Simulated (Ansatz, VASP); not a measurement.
## Two plane-wave programs on NbCd3

File INCAR:

```
SYSTEM = NbCd3
PREC = Accurate
ENCUT = 520
EDIFF = 1E-6
ISMEAR = -1
SIGMA = 0.05
LREAL = .False.
LASPH = .True.
NELM = 100
ALGO = Normal
ISIF = 2
LWAVE = .False.
LCHARG = .False.
GGA = PE
NBANDS = 32
```

Contents of KPOINTS:

```
regular mesh
0
Gamma
  6 6 6
  0 0 0
```

POSCAR

```
NbCd3
1.0
    4.2150000000      0.0000000000      0.0000000000
    0.0000000000      4.2150000000      0.0000000000
    0.0000000000      0.0000000000      4.2150000000
Cd Nb
3 1
Direct
    0.5000000000      0.5000000000      0.0000000000
    0.5000000000      0.0000000000      0.5000000000
    0.0000000000      0.5000000000      0.5000000000
    0.0000000000      0.0000000000      0.0000000000
```

input.yaml

```yaml
crystal:
  lattice:
    - [4.215, 0.0, 0.0]
    - [0.0, 4.215, 0.0]
    - [0.0, 0.0, 4.215]
  atoms:
    - { symbol: Cd, position: [0.5, 0.5, 0.0] }
    - { symbol: Cd, position: [0.5, 0.0, 0.5] }
    - { symbol: Cd, position: [0.0, 0.5, 0.5] }
    - { symbol: Nb, position: [0.0, 0.0, 0.0] }
hamiltonian:
  xc: pbe
  pseudopotentials: { kind: paw }
kpoints:
  mp_grid: { grid: [6, 6, 6] }
scf:
  occupations: { method: fermi_dirac, width: 0.05 }
output:
  forces: true
  stress: true
  eigenvalues: true
  write_density: true
  write_potential: true
  elf: true
  volumetric_format: npy
```

Alike in both runs: task single point; functional PBE; k mesh 6 × 6 × 6; occupations fermi-dirac, width 0.05 eV; no spin polarisation.

|  | VASP | Ansatz |
| --- | --- | --- |
| version | VASP 6.6.1 | Ansatz 0.2.0 |
| potentials or method | VASP PAW PBE potentials, release 64 (Cd, Nb_sv) | Ansatz PAW |
| plane-wave cutoff (eV) | 520 | 420 |
| valence electrons in the cell | 49 | 73 |

|  | VASP | Ansatz | Ansatz less VASP |
| --- | --- | --- | --- |
| gap on the k mesh at the Fermi level (eV) | none | none | - |
| pressure (GPa) | 7.8 | 7.2 | -0.53 |

A gap of «none» marks a metal or a gap that the smearing closes. VASP's potentials hold 49 valence electrons a cell and Ansatz's 73, so a difference there can come from the potentials and not from the codes.
